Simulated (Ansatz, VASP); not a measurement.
One calculation of Ti, two programs

The input INCAR:

```
PREC = Accurate
ENCUT = 520
EDIFF = 1E-6
ISMEAR = 0
SIGMA = 0.1
LREAL = False
LASPH = True
NELM = 80
ALGO = Fast
ISIF = 2
LWAVE = False
LCHARG = True
GGA = PE
LELF = True
LVHAR = True
NBANDS = 19
```

The input KPOINTS:

```
Automatic mesh
0
Gamma
  18 18 10
```

Contents of POSCAR:

```
Ti
1.0
    2.9500000000      0.0000000000      0.0000000000
   -1.4750000000      2.5547749412      0.0000000000
    0.0000000000      0.0000000000      4.6800000000
Ti
2
Direct
    0.3333333333      0.6666666667      0.2500000000
    0.6666666667      0.3333333333      0.7500000000
```

Input for Ansatz:

```yaml
crystal:
  lattice:
    - [2.95, 0.0, 0.0]
    - [-1.475, 2.5547749412, 0.0]
    - [0.0, 0.0, 4.68]
  atoms:
    - { symbol: Ti, position: [0.3333333333, 0.6666666667, 0.25] }
    - { symbol: Ti, position: [0.6666666667, 0.3333333333, 0.75] }
basis:
  ecutwfc: 420
kpoints:
  mp_grid: { grid: [18, 18, 10] }
hamiltonian:
  xc: pbe
scf:
  occupations: { method: gaussian, width: 0.1 }
output:
  forces: true
  stress: true
  eigenvalues: true
  populations: true
```

Alike in both runs: task single point; functional PBE; k mesh 18 × 18 × 10; occupations gaussian, width 0.1 eV; no spin polarisation.

|  | VASP | Ansatz |
| --- | --- | --- |
| version | VASP 6.6.1 | Ansatz 0.2.0 |
| potentials or method | VASP PAW PBE potentials, release 64 (Ti_sv), cutoff 520 eV | scalar-relativistic, plane waves, PAW |
| valence electrons in the cell | 24 | 24 |

|  | VASP | Ansatz | Ansatz less VASP |
| --- | --- | --- | --- |
| gap on the k mesh at the Fermi level (eV) | none | none | - |
| pressure (GPa) | -2.1 | -1.5 | +0.58 |
| traceless stress, the component that is largest in VASP (GPa) | -0.24 | -0.24 | -0.001 |

A gap of «none» marks a metal or a gap that the smearing closes.
